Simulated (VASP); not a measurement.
# SiO2 (I4/mmm) in VASP: a series of runs

SiO2 is run at these levels: PBEsol, RPBE+D3(BJ), r2SCAN, PBE; tasks: single point, relaxation of cell and atoms.

All numbers are computed with VASP 6.6.1; they aren't measurements. Logs are shortened: lines on timing, memory, paths and dates and some standing lists are left out, and cuts for length are marked.

### 1 The cell of the first run

It takes space group I4/mmm (No. 139, tetragonal). The conventional cell has a = 8.944 Å, b = 8.944 Å, c = 5.224 Å, α = 90.00°, β = 90.00°, γ = 90.00°. Si (site symmetry m2m) has 4 O at 1.60 to 1.61 Å within 2.1 Å. Within 2.1 Å of O (site symmetry m2m) lie 2 Si at 1.61 Å. O (site symmetry 2/m) has 2 Si at 1.60 Å within 2.1 Å.

### 2 Single point, PBEsol

The input, INCAR:

```
SYSTEM = SiO2
  PREC = Accurate
  ENCUT = 520
  EDIFF = 1E-6
  ISMEAR = -1
  SIGMA = 0.05
  LREAL = .False.
  LASPH = .True.
  NELM = 100
  ALGO = Normal
  ISIF = 2
  LWAVE = .False.
  LCHARG = .True.
  GGA = PS
  LELF = .True.
  LVHAR = .True.
  NBANDS = 44
```

The input, KPOINTS:

```
Automatic mesh
0
Gamma
  6 6 6
  0 0 0
```

The input, POSCAR:

```
SiO2
1.0
   -4.4720405200      4.4720405200      2.6117703500
    4.4720405200     -4.4720405200      2.6117703500
    4.4720405200      4.4720405200     -2.6117703500
Si O
4 8
Direct
    0.8231114200      0.8231114200      0.6462228400
    0.1768885800      0.8231114200      0.0000000000
    0.8231114200      0.1768885800      0.0000000000
    0.1768885800      0.1768885800      0.3537771600
    0.0000000000      0.7914513400      0.7914513400
    0.2085486600      0.0000000000      0.2085486600
    0.7914513400      0.0000000000      0.7914513400
    0.0000000000      0.2085486600      0.2085486600
    0.0000000000      0.0000000000      0.5000000000
    0.5000000000      0.0000000000      0.0000000000
    0.0000000000      0.5000000000      0.0000000000
    0.5000000000      0.5000000000      0.5000000000
```

Potentials or basis: VASP PAW PBE potentials, release 64 (Si, O).

Command:

```sh
cat potpaw_PBE.64/Si/POTCAR potpaw_PBE.64/O/POTCAR > POTCAR
mpirun -np 1 vasp_std > vasp.out
```

OUTCAR:

```text
SYSTEM = SiO2
   PREC = Accurate
   ENCUT = 520
   EDIFF = 1E-6
   ISMEAR = -1
   LREAL = .False.
   LASPH = .True.
   NELM = 100
   ISIF = 2
   GGA = PS

 ion  position               nearest neighbor table
   1  0.823  0.823  0.646-   9 1.60  12 1.60   5 1.61   7 1.61
   2  0.177  0.823  0.000-  10 1.60  11 1.60   5 1.61   6 1.61
   3  0.823  0.177  0.000-  11 1.60  10 1.60   7 1.61   8 1.61
   4  0.177  0.177  0.354-  12 1.60   9 1.60   6 1.61   8 1.61
   5  0.000  0.791  0.791-   1 1.61   2 1.61
   6  0.209  0.000  0.209-   2 1.61   4 1.61
   7  0.791  0.000  0.791-   1 1.61   3 1.61
   8  0.000  0.209  0.209-   3 1.61   4 1.61
   9  0.000  0.000  0.500-   1 1.60   4 1.60
  10  0.500  0.000  0.000-   2 1.60   3 1.60
  11  0.000  0.500  0.000-   3 1.60   2 1.60
  12  0.500  0.500  0.500-   4 1.60   1 1.60

  LATTYP: Found a body centered tetragonal cell.
 ALAT       =     8.9440810400
 C/A-ratio  =     0.5840220674

  Lattice vectors:

 A1 = (  -4.4720405200,   4.4720405200,   2.6117703500)
 A2 = (   4.4720405200,  -4.4720405200,   2.6117703500)
 A3 = (   4.4720405200,   4.4720405200,  -2.6117703500)

Analysis of symmetry for initial positions (statically):
=====================================================================
 Subroutine PRICEL returns:
 Original cell was already a primitive cell.

 Routine SETGRP: Setting up the symmetry group for a
 body centered tetragonal supercell.

 Subroutine GETGRP returns: Found 16 space group operations
 (whereof 16 operations were pure point group operations)
 out of a pool of 16 trial point group operations.

The static configuration has the point symmetry D_4h.

Analysis of symmetry for dynamics (positions and initial velocities):
=====================================================================
 Subroutine PRICEL returns:
 Original cell was already a primitive cell.

 Routine SETGRP: Setting up the symmetry group for a
 body centered tetragonal supercell.

 Subroutine GETGRP returns: Found 16 space group operations
 (whereof 16 operations were pure point group operations)
 out of a pool of 16 trial point group operations.

The dynamic configuration has the point symmetry D_4h.

 Subroutine INISYM returns: Found 16 space group operations
 (whereof 16 operations are pure point group operations),
 and found     1 'primitive' translations

----------------------------------------------------------------------------------------

                                     Primitive cell

  volume of cell :     208.9327

  direct lattice vectors                    reciprocal lattice vectors
    -4.472040520  4.472040520  2.611770350     0.000000000  0.111805785  0.191441028
     4.472040520 -4.472040520  2.611770350     0.111805785  0.000000000  0.191441028
     4.472040520  4.472040520 -2.611770350     0.111805785  0.111805785  0.000000000

  length of vectors
     6.842487646  6.842487646  6.842487646     0.221698445  0.221698445  0.158117257

  position of ions in fractional coordinates (direct lattice)
     0.823111420  0.823111420  0.646222840
     0.176888580  0.823111420  0.000000000
     0.823111420  0.176888580  0.000000000
     0.176888580  0.176888580  0.353777160
     0.000000000  0.791451340  0.791451340
     0.208548660  0.000000000  0.208548660
     0.791451340  0.000000000  0.791451340
     0.000000000  0.208548660  0.208548660
     0.000000000  0.000000000  0.500000000
     0.500000000  0.000000000  0.000000000
     0.000000000  0.500000000  0.000000000
     0.500000000  0.500000000  0.500000000

  ion indices of the primitive-cell ions
   primitive index   ion index
                 1           1
                 2           2
                 3           3
                 4           4
                 5           5
                 6           6
                 7           7
                 8           8
                 9           9
                10          10
                11          11
                12          12

----------------------------------------------------------------------------------------

 KPOINTS: Automatic mesh

Automatic generation of k-mesh.
 Grid dimensions read from file:
 generate k-points for:    6    6    6

 Generating k-lattice:

  Cartesian coordinates                     Fractional coordinates (reciprocal lattice)
     0.000000000  0.018634297  0.031906838     0.166666667  0.000000000  0.000000000
     0.018634297  0.000000000  0.031906838     0.000000000  0.166666667  0.000000000
     0.018634297  0.018634297  0.000000000     0.000000000  0.000000000  0.166666667

  Length of vectors
     0.036949741  0.036949741  0.026352876

  Shift w.r.t. Gamma in fractional coordinates (k-lattice)
     0.000000000  0.000000000  0.000000000

 Subroutine IBZKPT returns following result:
 ===========================================

 Found     30 irreducible k-points:

 Following reciprocal coordinates:
            Coordinates               Weight
  0.000000  0.000000  0.000000      1.000000
  0.166667  0.000000  0.000000      8.000000
  0.333333  0.000000 -0.000000      8.000000
  0.500000  0.000000 -0.000000      4.000000
  0.166667  0.166667 -0.000000      8.000000
  0.333333  0.166667  0.000000     16.000000
[... 16 lines left out ...]
 -0.333333 -0.333333  0.166667      8.000000
 -0.166667 -0.333333  0.166667      8.000000
 [... further k-points ...]
   k-points           NKPTS =     30   k-points in BZ     NKDIM =     30   number of bands    NBANDS=     44
   number of dos      NEDOS =    301   number of ions     NIONS =     12
   total plane-waves  NPLWV = 157464
   dimension x,y,z NGX =    54 NGY =   54 NGZ =   54
   dimension x,y,z NGXF=   108 NGYF=  108 NGZF=  108
   ions per type =               4   8
   NGX,Y,Z   is equivalent  to a cutoff of  13.12, 13.12, 13.12 a.u.
   NGXF,Y,Z  is equivalent  to a cutoff of  26.24, 26.24, 26.24 a.u.
 SYSTEM =  SiO2
   PREC   = accura    normal or accurate (medium, high low for compatibility)
   ISTART =      0    job   : 0-new  1-cont  2-samecut
   ICHARG =      2    charge: 1-file 2-atom 10-const
   ISPIN  =      1    spin polarized calculation?
   LNONCOLLINEAR =      F non collinear calculations
   LSORBIT =      F    spin-orbit coupling
   LASPH  =      T    aspherical Exc in radial PAW
   ENCUT  =  520.0 eV  38.22 Ry    6.18 a.u.  12.72 12.72 12.72*2*pi/ulx,y,z
   NELM   =    100;   NELMIN=  2; NELMDL= -5     # of ELM steps
   EDIFF  = 0.1E-05   stopping-criterion for ELM
   LREAL  =      F    real-space projection
   EDIFFG = 0.1E-04   stopping-criterion for IOM
   NSW    =      0    number of steps for IOM
[... 5 lines left out ...]
   TEBEG  =    0.0;   TEEND  =   0.0 temperature during run
   PSTRESS=    0.0 pullay stress
   NELECT =      64.0000    total number of electrons
   NUPDOWN=      -1.0000    fix difference up-down
   EMIN   =  10.00;   EMAX   =-10.00  energy-range for DOS
   EFERMI =   0.00;   METHOD = LEGACY
   ISMEAR =    -1;   SIGMA  =   0.05  broadening in eV -4-tet -1-fermi 0-gaus
   EFERMI_NEDOS =   21; number of points for ismear=-14 and -15
   IALGO  =     38    algorithm
   IMIX   =      4    mixing-type and parameters
     AMIX     =   0.40;   BMIX     =  1.00
     AMIX_MAG =   1.60;   BMIX_MAG =  1.00
  volume/ion in A,a.u.               =      17.41       117.50
  Fermi-wavevector in a.u.,A,eV,Ry     =   1.103569  2.085442 16.570042  1.217864
  Thomas-Fermi vector in A             =   2.240029
   LORBIT       =      0    0 simple, 1 ext, 2 COOP (PROOUT), +10 PAW based schemes
   GGA     = PS    functional components
   LHFCALC =     F    Hartree Fock is set to
   AEXX    =    0.0000 exact exchange contribution
   IVDW    =     0    specifies the selected vdW correction
   LEPSILON=     F    determine dielectric tensor
   LRPA    =     F    only Hartree local field effects (RPA)
 non-spin polarized calculation
  energy-cutoff  :      520.00
  volume of cell :      208.93
 maximum number of plane-waves:      5658
 NGX is ok and might be reduce to    54
   NGX = 25   NGY = 25   NGZ = 25

 number of electron      64.0000008 magnetization

 Free energy of the ion-electron system (eV)
  ---------------------------------------------------
  ext. energy  EPLUGINS =         0.00000000
  ---------------------------------------------------
  free energy    TOTEN  =       -98.58082018 eV

  energy without entropy =      -98.58082018  energy(sigma->0) =      -98.58082018

 E-fermi :   0.0611     XC(G=0):  -7.3744

 val. band max:       -1.1305542124   @ k =   0.5000   0.5000   0.5000
 cond. band min:       4.3960249412   @ k =   0.0000   0.0000   0.0000
 fundamental gap:      5.5265791536
 Fermi energy:         0.0611233419

 k-point     1 :       0.0000    0.0000    0.0000
  band No.  band energies     occupation
      1     -20.5521      2.00000
      2     -19.6787      2.00000
      3     -19.1243      2.00000
      4     -19.1243      2.00000
      5     -18.5186      2.00000
      6     -18.4830      2.00000
[... 36 lines left out ...]
     43      10.0306      0.00000
     44      10.0616      0.00000

 k-point     2 :       0.1667    0.0000    0.0000
  band No.  band energies     occupation
      1     -20.4833      2.00000
      2     -19.6753      2.00000
      3     -19.2274      2.00000
      4     -19.1262      2.00000
      5     -18.5168      2.00000
      6     -18.4875      2.00000
[... 36 lines left out ...]
     43       9.6354      0.00000
     44       9.8220      0.00000

 k-point     3 :       0.3333    0.0000   -0.0000
  band No.  band energies     occupation
      1     -20.3002      2.00000
      2     -19.6654      2.00000
      3     -19.4784      2.00000
      4     -19.1379      2.00000
      5     -18.5167      2.00000
      6     -18.4913      2.00000
[... 976 lines left out ...]
     43       9.5097      0.00000
     44       9.9862      0.00000

 k-point    24 :      -0.1667   -0.3333    0.1667
  band No.  band energies     occupation
      1     -20.1494      2.00000
      2     -19.6616      2.00000
      3     -19.6604      2.00000
      4     -19.1440      2.00000
      5     -18.5221      2.00000
      6     -18.4881      2.00000
[... 36 lines left out ...]
     43       9.8857      0.00000
     44      10.0455      0.00000

 [... further k-points ...]

------------------------ aborting loop because EDIFF is reached ----------------------------------------

  FORCE on cell =-STRESS in cart. coord.  units (eV):
  Direction    XX          YY          ZZ          XY          YZ          ZX
  --------------------------------------------------------------------------------------
  -------------------------------------------------------------------------------------
  Total        2.8014840      2.8014840      3.1053416      0.0000000      0.0000000      0.0000000
  in kB       21.4828693     21.4828693     23.8129676      0.0000000      0.0000000      0.0000000
  external PRESSURE =      22.2595687 kB  Pullay stress =       0.0000000 kB

 VOLUME and BASIS-vectors are now :
 -----------------------------------------------------------------------------
  energy-cutoff  :      520.00
  volume of cell :      208.93
      direct lattice vectors                 reciprocal lattice vectors
    -4.472040520  4.472040520  2.611770350     0.000000000  0.111805785  0.191441028
     4.472040520 -4.472040520  2.611770350     0.111805785  0.000000000  0.191441028
     4.472040520  4.472040520 -2.611770350     0.111805785  0.111805785  0.000000000

 POSITION                                       TOTAL-FORCE (eV/Angst)
 -----------------------------------------------------------------------------------
      2.88993      2.88993      2.61177         0.027053      0.027053     -0.000000
      2.88993     -2.88993      2.61177         0.027053     -0.027053     -0.000000
     -2.88993      2.88993      2.61177        -0.027053      0.027053     -0.000000
      1.58211      1.58211      0.00000        -0.027053     -0.027053      0.000000
      7.07880      0.00000      0.00000        -0.138899     -0.000000     -0.000000
      0.00000      1.86528      0.00000        -0.000000      0.138899      0.000000
      0.00000      7.07880      0.00000        -0.000000     -0.138899     -0.000000
      1.86528      0.00000      0.00000         0.138899     -0.000000      0.000000
      2.23602      2.23602     -1.30589        -0.000000     -0.000000     -0.000000
     -2.23602      2.23602      1.30589        -0.000000     -0.000000     -0.000000
      2.23602     -2.23602      1.30589        -0.000000     -0.000000     -0.000000
      2.23602      2.23602      1.30589        -0.000000     -0.000000     -0.000000
 -----------------------------------------------------------------------------------
    total drift:                               -0.000000     -0.000000      0.000000

  FREE ENERGIE OF THE ION-ELECTRON SYSTEM (eV)
  ---------------------------------------------------
  free  energy   TOTEN  =       -98.5808201847 eV

  energy  without entropy=      -98.5808201847  energy(sigma->0) =      -98.58082018
```

Run time: 4.6 min. Hardware: 1 thread of AMD EPYC 7R13 (Zen 3), shared host; peak memory 0.44 GiB.

Results:

```yaml
Free_energy: -98.5808 eV
Pressure: 2.2 GPa
Largest_force: 0.139 eV/Å
Band_gap_on_the_k_mesh: 5.53 eV (least direct gap 5.53 eV)
```

Forces in eV/Å, atoms in the order of the input:
```
Si   0.027  0.027  0.000
Si   0.027 -0.027  0.000
Si  -0.027  0.027  0.000
Si  -0.027 -0.027  0.000
O   -0.139  0.000  0.000
O    0.000  0.139  0.000
O    0.000 -0.139  0.000
O    0.139  0.000  0.000
O    0.000  0.000  0.000
O    0.000  0.000  0.000
O    0.000  0.000  0.000
O    0.000  0.000  0.000
```

Caveat: the PAW data sets were made with another functional, which shifts forces and pressure a little.

### 3 Relaxation of cell and atoms, RPBE+D3(BJ)

The input, INCAR:

```
SYSTEM = SiO2
PREC = Accurate ; ENCUT = 600
EDIFF = 1E-7 ; ISMEAR = -1
SIGMA = 0.05 ; LREAL = .False.
LASPH = .True. ; NELM = 120
ALGO = Normal ; ISIF = 3
LWAVE = .False. ; LCHARG = .False.
GGA = RP ; IVDW = 12
IBRION = 2 ; NSW = 60
EDIFFG = -0.01 ; GGA_COMPAT = .False.
NELMIN = 4
```

The input, KPOINTS:

```
regular mesh
0
Gamma
  6 6 6
  0 0 0
```

POSCAR is that of step 2.

Potentials or basis: VASP PAW PBE potentials, release 64 (Si, O).

Command:

```sh
cat potpaw_PBE.64/Si/POTCAR potpaw_PBE.64/O/POTCAR > POTCAR
mpirun -np 1 vasp_std > vasp.out
```

OUTCAR:

```text
SYSTEM = SiO2
   PREC = Accurate
   ENCUT = 600
   EDIFF = 1E-7
   ISMEAR = -1
   LREAL = .False.
   LASPH = .True.
   NELM = 120
   ISIF = 3
   GGA = RP
   IVDW = 12
   IBRION = 2
   NSW = 60
   EDIFFG = -0.01
   NELMIN = 4
 IVDW          = 12

 ion  position               nearest neighbor table
   1  0.823  0.823  0.646-   9 1.60  12 1.60   5 1.61   7 1.61
   2  0.177  0.823  0.000-  10 1.60  11 1.60   5 1.61   6 1.61
   3  0.823  0.177  0.000-  11 1.60  10 1.60   7 1.61   8 1.61
   4  0.177  0.177  0.354-  12 1.60   9 1.60   6 1.61   8 1.61
   5  0.000  0.791  0.791-   1 1.61   2 1.61
   6  0.209  0.000  0.209-   2 1.61   4 1.61
   7  0.791  0.000  0.791-   1 1.61   3 1.61
   8  0.000  0.209  0.209-   3 1.61   4 1.61
   9  0.000  0.000  0.500-   1 1.60   4 1.60
  10  0.500  0.000  0.000-   2 1.60   3 1.60
  11  0.000  0.500  0.000-   3 1.60   2 1.60
  12  0.500  0.500  0.500-   4 1.60   1 1.60

  LATTYP: Found a body centered tetragonal cell.
[... 358 lines left out ...]
------------------------ aborting loop because EDIFF is reached ----------------------------------------
[... 95 lines left out ...]
--------------------------------------- Ionic step       10  -------------------------------------------

 number of electron      63.9999994 magnetization

 Free energy of the ion-electron system (eV)
  ---------------------------------------------------
  ext. energy  EPLUGINS =         0.00000000
  ---------------------------------------------------
  free energy    TOTEN  =       -91.20393636 eV

  energy without entropy =      -91.20393636  energy(sigma->0) =      -91.20393636

 E-fermi :   0.1802     XC(G=0):  -7.1557

 val. band max:       -0.9985887226   @ k =   0.0000   0.0000   0.0000
 cond. band min:       4.4176707265   @ k =   0.0000   0.0000   0.0000
 fundamental gap:      5.4162594490
 Fermi energy:         0.1802338065

 k-point     1 :       0.0000    0.0000    0.0000
  band No.  band energies     occupation
      1     -20.4822      2.00000
      2     -19.6184      2.00000
      3     -19.1373      2.00000
      4     -19.1373      2.00000
      5     -18.5319      2.00000
      6     -18.5200      2.00000
[... 997 lines left out ...]
     38       8.5717      0.00000
     39       8.6937      0.00000

 [... further k-points ...]

------------------------ aborting loop because EDIFF is reached ----------------------------------------

 Edisp (eV)   -4.23151

 E8    (eV) :    -2.1646
[... 35 lines left out ...]
  FREE ENERGIE OF THE ION-ELECTRON SYSTEM (eV)
  ---------------------------------------------------
  free  energy   TOTEN  =       -95.4354489525 eV

  energy  without entropy=      -95.4354489525  energy(sigma->0) =      -95.43544895

 reached required accuracy - stopping structural energy minimisation
```

Run time: 26 min. Hardware: 1 thread of Intel Xeon 6975P-C (Granite Rapids), shared host; peak memory 0.6 GiB.

Results:

```yaml
Free_energy: -95.4354 eV
Relaxed_volume: 17.62 Å³/atom
Relaxed_cell: a = 6.864 Å, b = 6.864 Å, c = 6.864 Å, α = 98.44°, β = 98.44°, γ = 134.95°
Space_group_after_relaxing_to_0.1_Å: I4/mmm (No. 139)
Energy_gained_by_relaxing: 2.1 meV/atom
Ionic_steps: 10
Pressure_after_relaxing: 0.0 GPa
Largest_force_after_relaxing: 0.007 eV/Å
Band_gap_on_the_k_mesh: 5.42 eV
Dispersion_energy_per_atom: -0.353 eV
```

Forces in eV/Å, atoms in the order of the input:
```
Si  -0.005 -0.005  0.000
Si  -0.005  0.005  0.000
Si   0.005 -0.005  0.000
Si   0.005  0.005  0.000
O    0.002  0.000  0.000
O    0.000 -0.002  0.000
O    0.000  0.002  0.000
O   -0.002  0.000  0.000
O    0.000  0.000  0.000
O    0.000  0.000  0.000
O    0.000  0.000  0.000
O    0.000  0.000  0.000
```

The path:
| step | energy change (eV) | largest force (eV/Å) | pressure (GPa) | volume (Å³) |
| --- | --- | --- | --- | --- |
| 1 | 0.0000 | 0.2411 | 2.07 | 208.93 |
| 2 | 0.0131 | 0.2439 | -2.64 | 215.80 |
| 3 | -0.0220 | 0.1018 | -0.08 | 211.93 |
| 4 | -0.0233 | 0.0906 | -0.12 | 211.86 |
| 5 | -0.0233 | 0.0894 | -0.12 | 211.86 |
| 6 | -0.0241 | 0.0437 | -0.07 | 211.70 |
| 7 | -0.0247 | 0.0215 | 0.01 | 211.47 |
| 8 | -0.0247 | 0.0288 | 0.02 | 211.45 |
| 9 | -0.0249 | 0.0233 | 0.01 | 211.44 |
| 10 | -0.0251 | 0.0071 | -0.01 | 211.43 |

Final structure:
```
Si O
1.0
    -4.48342    4.48342    2.62958
     4.48342   -4.48342    2.62958
     4.48342    4.48342   -2.62958
Si O
4 8
Direct
  0.82303 0.82303 0.64607
  0.17697 0.82303 0.00000
  0.82303 0.17697 0.00000
  0.17697 0.17697 0.35393
  0.00000 0.78937 0.78937
  0.21063 0.00000 0.21063
  0.78937 0.00000 0.78937
  0.00000 0.21063 0.21063
  0.00000 0.00000 0.50000
  0.50000 0.00000 0.00000
  0.00000 0.50000 0.00000
  0.50000 0.50000 0.50000
```

Caveat: the PAW data sets were made with another functional, which shifts forces and pressure a little. A k mesh can miss the band edges.

(Part 1 of 2 ends here.)
